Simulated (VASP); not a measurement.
HfGa2As2:

```
CELL_PARAMETERS angstrom
4.38650 0.00000 0.00000
0.00000 4.38650 0.00000
0.00000 0.00000 5.95016
ATOMIC_POSITIONS crystal
Hf 0.00000 0.00000 0.00000
Ga 0.00000 0.50000 0.50000
Ga 0.50000 0.00000 0.50000
As 0.50000 0.50000 0.24000
As 0.50000 0.50000 0.76000
```

The cell was generated, and may not be a known phase.

- Program: VASP 6.6.1
- Task: relaxation of cell and atoms
- Functional: PBE
- Potentials or basis: VASP PAW PBE potentials, release 64 (Hf_pv, Ga_d, As)
- Cutoff: 600 eV
- k mesh: 4 × 4 × 4
- Occupations: gaussian, width 0.1 eV
- Spin: no spin polarisation

At the start: pressure -4.9 GPa; volume 22.90 Å³/atom.

Q: How do energy, volume and symmetry change on relaxing?

A: Over 14 steps the energy falls by 627.9 meV/atom and the volume is 19.98 Å³/atom (-12.8 %); space group P4/mmm (No. 123, to 0.1 Å) before and after.

Step by step:
```tsv
step	energy change (eV)	largest force (eV/Å)	pressure (GPa)	volume (Å³)
1	0.0000	2.6339	-4.86	114.49
2	-1.0301	1.6472	-1.08	103.30
3	-1.3847	0.0179	4.48	95.67
4	-1.9049	0.5882	4.90	94.40
5	-2.5279	2.3504	11.58	90.06
6	-3.0678	0.7290	3.86	97.20
7	-3.0746	0.3953	1.88	100.00
8	-3.0840	0.5498	2.66	98.82
9	-3.1249	0.3369	0.63	100.33
10	-3.1282	0.2600	-0.09	100.91
11	-3.1318	0.2057	-0.14	100.85
12	-3.1378	0.0587	-0.37	100.67
13	-3.1381	0.0066	-0.40	100.62
14	-3.1394	0.0095	0.07	99.88
```

Final structure:
```yaml
crystal:
  lattice:
    - [3.61789, 0.00000, 0.00000]
    - [0.00000, 3.61789, 0.00000]
    - [0.00000, 0.00000, 7.63110]
  atoms:
    - { symbol: Hf, position: [0.00000, 0.00000, 0.00000] }
    - { symbol: Ga, position: [0.00000, 0.50000, 0.50000] }
    - { symbol: Ga, position: [0.50000, 0.00000, 0.50000] }
    - { symbol: As, position: [0.50000, 0.50000, 0.17647] }
    - { symbol: As, position: [0.50000, 0.50000, 0.82353] }
```

Caveat: a cell axis changed by over 15 % at a fixed basis, so the end point is rough.
